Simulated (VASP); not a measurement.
A run of VASP 6.6.1 is set up as follows.

Contents of INCAR:

```
ALGO = Normal ; EDIFF = 1E-8
ENCUT = 520 ; GGA = CA
ISIF = 2 ; ISMEAR = -1
LASPH = True ; LCHARG = False
LEFG = True ; LREAL = False
LWAVE = False ; NBANDS = 16
NELM = 80 ; PREC = Accurate
SIGMA = 0.08
```

Contents of KPOINTS:

```
k-points
0
Gamma
  10 10 10
```

The input POSCAR:

```
HgTe
1.0
    0.0000000000      2.9215000000      2.9507150000
    2.9215000000      0.0000000000      2.9507150000
    2.9215000000      2.9215000000      0.0000000000
Hg Te
1 1
Direct
    0.0000000000      0.0000000000      0.0000000000
    0.5000000000      0.5000000000      0.5000000000
```

Potentials or basis: VASP PAW LDA potentials, release 64 (Hg, Te).

Run with:

```bash
$ cat potpaw_LDA.64/Hg/POTCAR potpaw_LDA.64/Te/POTCAR > POTCAR
$ mpirun -np 1 vasp_std > vasp.out
```

(1) What does it give for the band gap on the k mesh?

(2) Estimate the pressure.

## Answers

(1) zero (band 9 reaches 6.11 eV, above the bottom of band 10 at 2.90 eV).

(2) 3.5 GPa.

Caveat: the cell differs from its parent crystal (zz strain of +1 %); without QUAD_EFG the Cq values of the log hold for a quadrupole moment of 1 mb, not for the nuclei; spin-orbit coupling is left out, which moves the levels of the heavy elements.
